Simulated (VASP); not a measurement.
Na:

```xyz
1
Lattice="3.5100 0.0000 0.0000 0.0000 3.5100 0.0000 0.0000 0.0000 3.5100" Properties=species:S:1:pos:R:3 pbc="T T T"
Na    0.0000    0.0000    0.0000
```

| Item | Value |
| --- | --- |
| Program | VASP 6.6.1 |
| Task | relaxation of cell and atoms |
| Functional | PBE |
| Potentials or basis | VASP PAW PBE potentials, release 64 (Na_pv) |
| Cutoff | 600 eV |
| k mesh | 12 × 12 × 12 |
| Occupations | methfessel-paxton, width 0.1 eV |
| Spin | no spin polarisation |

At the start: pressure -0.5 GPa; volume 43.24 Å³/atom.

Task: How do energy, volume and symmetry change on relaxing?

Result: Over 4 steps the energy falls by 5.4 meV/atom and the volume is 39.49 Å³/atom (-8.7 %); space group Pm-3m (No. 221, to 0.05 Å).

The path:
| step | energy change (eV) | largest force (eV/Å) | pressure (GPa) | volume (Å³) |
| --- | --- | --- | --- | --- |
| 1 | 0.0000 | 0.0000 | -0.46 | 43.24 |
| 2 | -0.0020 | 0.0000 | -0.38 | 42.48 |
| 3 | -0.0053 | 0.0000 | -0.10 | 40.23 |
| 4 | -0.0054 | 0.0000 | 0.02 | 39.49 |

Final structure:
```
CELL_PARAMETERS angstrom
3.40525 0.00000 0.00000
0.00000 3.40525 0.00000
0.00000 0.00000 3.40525
ATOMIC_POSITIONS crystal
Na 0.00000 0.00000 0.00000
```
